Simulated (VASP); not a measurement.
# CdSe (Imm2) in VASP: notebook

Runs on CdSe. Level: LDA. Tasks: relaxation of the atoms.

Program: VASP 6.6.1. These are calculated values, not measurements. Logs are shortened: lines on timing, memory, paths and dates and some standing lists are left out, and cuts for length are marked.

### Step 1. The cell of the first run

Symmetry: Imm2, No. 44, orthorhombic system. Conventional cell: a = 4.205 Å, b = 4.291 Å, c = 6.068 Å, α = 90.00°, β = 90.00°, γ = 90.00°. Cd (site symmetry mm2) has 4 Se at 2.61 Å within 3.4 Å. Se (site symmetry mm2) has 4 Cd at 2.61 Å within 3.4 Å.

### Step 2. Relaxation of the atoms, LDA (strained cell)

The input, INCAR:

```
ALGO     = Normal         # electronic algorithm
EDIFF    = 1E-7           # SCF threshold, eV
EDIFFG   = -0.002         # ionic threshold
ENCUT    = 450            # plane-wave cutoff, eV
GGA      = CA             # functional
GGA_COMPAT= False        
IBRION   = 2              # ionic algorithm
ISIF     = 2              # what is computed and relaxed
ISMEAR   = 0              # smearing method
LASPH    = True           # aspherical terms in the spheres
LCHARG   = False          # write CHGCAR
LREAL    = False          # projectors in reciprocal space
LWAVE    = False          # write WAVECAR
NELM     = 120            # most SCF steps
NELMIN   = 4            
NSW      = 60             # ionic steps
PREC     = Accurate       # precision mode
SIGMA    = 0.02           # smearing width, eV
```

The input, KPOINTS:

```
k-points
0
Gamma
  8 8 8
```

The input, POSCAR:

```
CdSe
1.0
   -0.0303942047      3.0037192882      3.0341134930
    3.0037192882     -0.0303942047      3.0341134930
    2.9733250835      2.9733250835      0.0000000000
Cd Se
1 1
Direct
   -0.0018911156     -0.0018911156      0.0018911156
    0.2518911156      0.2518911156      0.2481088844
```

Potentials or basis: VASP PAW LDA potentials, release 64 (Cd, Se).

Launch:

```bash
$ cat potpaw_LDA.64/Cd/POTCAR potpaw_LDA.64/Se/POTCAR > POTCAR
$ mpirun -np 1 vasp_std > vasp.out
```

OUTCAR:

```text
EDIFF = 1E-7
   EDIFFG = -0.002
   ENCUT = 450
   GGA = CA
   IBRION = 2
   ISIF = 2
   ISMEAR = 0
   LASPH = True
   LREAL = False
   NELM = 120
   NELMIN = 4
   NSW = 60
   PREC = Accurate

 ion  position               nearest neighbor table
   1  0.998  0.998  0.002-   2 2.61   2 2.61   2 2.61   2 2.61
   2  0.252  0.252  0.248-   1 2.61   1 2.61   1 2.61   1 2.61

  LATTYP: Found a body centered orthorhombic cell.
 ALAT       =     4.2049166584
 B/A-ratio  =     1.0204445890
 C/A-ratio  =     1.4431265775

  Lattice vectors:

 A1 = (   0.0303942047,  -3.0037192882,  -3.0341134930)
 A2 = (  -0.0303942047,   3.0037192882,  -3.0341134930)
 A3 = (   3.0037192882,  -0.0303942047,   3.0341134930)

Analysis of symmetry for initial positions (statically):
=====================================================================
 Subroutine PRICEL returns:
 Original cell was already a primitive cell.

 Routine SETGRP: Setting up the symmetry group for a
 body centered orthorhombic supercell.

 Subroutine GETGRP returns: Found  4 space group operations
 (whereof  4 operations were pure point group operations)
 out of a pool of  8 trial point group operations.

The static configuration has the point symmetry C_2v.

Analysis of symmetry for dynamics (positions and initial velocities):
=====================================================================
 Subroutine PRICEL returns:
 Original cell was already a primitive cell.

 Routine SETGRP: Setting up the symmetry group for a
 body centered orthorhombic supercell.

 Subroutine GETGRP returns: Found  4 space group operations
 (whereof  4 operations were pure point group operations)
 out of a pool of  8 trial point group operations.

The dynamic configuration has the point symmetry C_2v.

 Subroutine INISYM returns: Found  4 space group operations
 (whereof  4 operations are pure point group operations),
 and found     1 'primitive' translations

----------------------------------------------------------------------------------------

                                     Primitive cell

  volume of cell :      54.7439

  direct lattice vectors                    reciprocal lattice vectors
    -0.030394205  3.003719288  3.034113493    -0.164792781  0.164792781  0.164792781
     3.003719288 -0.030394205  3.034113493     0.164792781 -0.164792781  0.164792781
     2.973325083  2.973325083  0.000000000     0.168161902  0.168161902 -0.164792781

  length of vectors
     4.269554785  4.269554785  4.204916658     0.285429469  0.285429469  0.289332872

  position of ions in fractional coordinates (direct lattice)
     0.998108884  0.998108884  0.001891116
     0.251891116  0.251891116  0.248108884

  ion indices of the primitive-cell ions
   primitive index   ion index
                 1           1
                 2           2

----------------------------------------------------------------------------------------

 KPOINTS: k-points

Automatic generation of k-mesh.
 Grid dimensions read from file:
 generate k-points for:    8    8    8

 Generating k-lattice:

  Cartesian coordinates                     Fractional coordinates (reciprocal lattice)
    -0.020599098  0.020599098  0.020599098     0.125000000 -0.000000000  0.000000000
     0.020599098 -0.020599098  0.020599098    -0.000000000  0.125000000  0.000000000
     0.021020238  0.021020238 -0.020599098     0.000000000  0.000000000  0.125000000

  Length of vectors
     0.035678684  0.035678684  0.036166609

  Shift w.r.t. Gamma in fractional coordinates (k-lattice)
     0.000000000  0.000000000  0.000000000

 Subroutine IBZKPT returns following result:
 ===========================================

 Found     95 irreducible k-points:

 Following reciprocal coordinates:
            Coordinates               Weight
  0.000000  0.000000  0.000000      1.000000
  0.125000 -0.000000  0.000000      4.000000
  0.250000 -0.000000  0.000000      4.000000
  0.375000  0.000000  0.000000      4.000000
  0.500000 -0.000000  0.000000      2.000000
  0.125000  0.125000  0.000000      2.000000
[... 16 lines left out ...]
  0.125000 -0.000000  0.125000      4.000000
  0.250000 -0.000000  0.125000      8.000000
 [... further k-points ...]
   k-points           NKPTS =     95   k-points in BZ     NKDIM =     95   number of bands    NBANDS=     13
   number of dos      NEDOS =    301   number of ions     NIONS =      2
   total plane-waves  NPLWV =  27000
   dimension x,y,z NGX =    30 NGY =   30 NGZ =   30
   dimension x,y,z NGXF=    60 NGYF=   60 NGZF=   60
   ions per type =               1   1
   NGX,Y,Z   is equivalent  to a cutoff of  11.68, 11.68, 11.86 a.u.
   NGXF,Y,Z  is equivalent  to a cutoff of  23.36, 23.36, 23.72 a.u.
 SYSTEM =  unknown system
   PREC   = accura    normal or accurate (medium, high low for compatibility)
   ISTART =      0    job   : 0-new  1-cont  2-samecut
   ICHARG =      2    charge: 1-file 2-atom 10-const
   ISPIN  =      1    spin polarized calculation?
   LNONCOLLINEAR =      F non collinear calculations
   LSORBIT =      F    spin-orbit coupling
   LASPH  =      T    aspherical Exc in radial PAW
   ENCUT  =  450.0 eV  33.07 Ry    5.75 a.u.   7.38  7.38  7.27*2*pi/ulx,y,z
   NELM   =    120;   NELMIN=  4; NELMDL= -5     # of ELM steps
   EDIFF  = 0.1E-06   stopping-criterion for ELM
   LREAL  =      F    real-space projection
   EDIFFG = -.2E-02   stopping-criterion for IOM
   NSW    =     60    number of steps for IOM
   IBRION =      2    ionic relax: 0-MD 1-quasi-New 2-CG
   NFREE  =      1    steps in history (QN), initial steepest desc. (CG)
   ISIF   =      2    stress and relaxation
   ISYM   =      2    0-nonsym 1-usesym 2-fastsym
   POTIM  = 0.5000    time-step for ionic-motion
   TEBEG  =    0.0;   TEEND  =   0.0 temperature during run
   PSTRESS=    0.0 pullay stress
   NELECT =      18.0000    total number of electrons
   NUPDOWN=      -1.0000    fix difference up-down
   EMIN   =  10.00;   EMAX   =-10.00  energy-range for DOS
   EFERMI =   0.00;   METHOD = LEGACY
   ISMEAR =     0;   SIGMA  =   0.02  broadening in eV -4-tet -1-fermi 0-gaus
   EFERMI_NEDOS =   21; number of points for ismear=-14 and -15
   IALGO  =     38    algorithm
   IMIX   =      4    mixing-type and parameters
     AMIX     =   0.40;   BMIX     =  1.00
     AMIX_MAG =   1.60;   BMIX_MAG =  1.00
  volume/ion in A,a.u.               =      27.37       184.72
  Fermi-wavevector in a.u.,A,eV,Ry     =   1.129936  2.135268 17.371296  1.276754
  Thomas-Fermi vector in A             =   2.266630
   LORBIT       =      0    0 simple, 1 ext, 2 COOP (PROOUT), +10 PAW based schemes
   GGA     = CA    functional components
   LHFCALC =     F    Hartree Fock is set to
   AEXX    =    0.0000 exact exchange contribution
   IVDW    =     0    specifies the selected vdW correction
   LEPSILON=     F    determine dielectric tensor
   LRPA    =     F    only Hartree local field effects (RPA)
 conjugate gradient relaxation of ions
 non-spin polarized calculation
 Gauss-broadening in eV      SIGMA  =   0.02
  energy-cutoff  :      450.00
  volume of cell :       54.74
 maximum number of plane-waves:      1219
 NGX is ok and might be reduce to    30
   NGX = 15   NGY = 15   NGZ = 15

--------------------------------------- Ionic step        1  -------------------------------------------

 number of electron      18.0000003 magnetization

 Free energy of the ion-electron system (eV)
  ---------------------------------------------------
  ext. energy  EPLUGINS =         0.00000000
  ---------------------------------------------------
  free energy    TOTEN  =        -6.75948950 eV

  energy without entropy =       -6.75948950  energy(sigma->0) =       -6.75948950

------------------------ aborting loop because EDIFF is reached ----------------------------------------

  FORCE on cell =-STRESS in cart. coord.  units (eV):
  Direction    XX          YY          ZZ          XY          YZ          ZX
  --------------------------------------------------------------------------------------
  -------------------------------------------------------------------------------------
  Total       -0.0549286     -0.0549286     -0.1209255      0.1896642      0.0000000      0.0000000
  in kB       -1.6075820     -1.6075820     -3.5390970      5.5508547      0.0000000      0.0000000
  external PRESSURE =      -2.2514204 kB  Pullay stress =       0.0000000 kB
[... 57 lines left out ...]
  energy  without entropy=       -6.7595113625  energy(sigma->0) =       -6.75951136

--------------------------------------- Ionic step        3  -------------------------------------------

 number of electron      18.0000002 magnetization

 Free energy of the ion-electron system (eV)
  ---------------------------------------------------
  ext. energy  EPLUGINS =         0.00000000
  ---------------------------------------------------
  free energy    TOTEN  =        -6.75951820 eV

  energy without entropy =       -6.75951820  energy(sigma->0) =       -6.75951820

 E-fermi :   1.2552     XC(G=0):  -9.4115

 val. band max:        1.0972257636   @ k =   0.0000   0.0000   0.0000
 cond. band min:       1.4538959645   @ k =   0.0000   0.0000   0.0000
 fundamental gap:      0.3566702009
 Fermi energy:         1.2552101886

 k-point     1 :       0.0000    0.0000    0.0000
  band No.  band energies     occupation
      1     -11.7644      2.00000
      2      -7.0167      2.00000
      3      -7.0153      2.00000
      4      -7.0038      2.00000
      5      -6.6051      2.00000
      6      -6.6009      2.00000
      7       1.0025      2.00000
      8       1.0122      2.00000
      9       1.0972      2.00000
     10       1.4539      0.00000
     11       6.7199      0.00000
     12       6.8405      0.00000
     13       6.9538      0.00000
[... 353 lines left out ...]
 k-point    24 :       0.2500   -0.0000    0.1250
  band No.  band energies     occupation
      1     -11.5743      2.00000
      2      -6.9470      2.00000
      3      -6.9311      2.00000
      4      -6.8546      2.00000
      5      -6.6170      2.00000
      6      -6.5858      2.00000
      7      -1.4295      2.00000
      8       0.3044      2.00000
      9       0.4013      2.00000
     10       3.7023      0.00000
     11       5.9242      0.00000
     12       7.6299      0.00000
     13       7.8472      0.00000

 [... further k-points ...]
[... 5 lines left out ...]
  --------------------------------------------------------------------------------------
  -------------------------------------------------------------------------------------
  Total       -0.0568623     -0.0568623     -0.1234265      0.1664654      0.0000000      0.0000000
  in kB       -1.6641746     -1.6641746     -3.6122932      4.8719015      0.0000000      0.0000000
  external PRESSURE =      -2.3135475 kB  Pullay stress =       0.0000000 kB
[... 17 lines left out ...]
  FREE ENERGIE OF THE ION-ELECTRON SYSTEM (eV)
  ---------------------------------------------------
  free  energy   TOTEN  =        -6.7595181992 eV

  energy  without entropy=       -6.7595181992  energy(sigma->0) =       -6.75951820

 reached required accuracy - stopping structural energy minimisation
```

It took 80 s on 1 thread of Intel Xeon 8259CL, shared host; peak memory 0.19 GiB.

What came out:

```
Free energy               : -6.7595 eV
Energy gained by relaxing : 0.0 meV/atom
Ionic steps               : 3
Pressure after relaxing   : -0.2 GPa
Band gap on the k mesh    : 0.36 eV
```

Stress tensor (GPa, compression positive):
```
-0.17  0.49  0.00
 0.49 -0.17  0.00
 0.00  0.00 -0.36
```

Final structure:
```
Cd Se
1.0
    -0.03039    3.00372    3.03411
     3.00372   -0.03039    3.03411
     2.97333    2.97333    0.00000
Cd Se
1 1
Direct
  0.99783 0.99783 0.00217
  0.25217 0.25217 0.24783
```

Caveat: the cell differs from its parent crystal (strained cell); semilocal functionals underestimate gaps, and a narrow one can read as zero.

(Continued in part 2 of 2.)
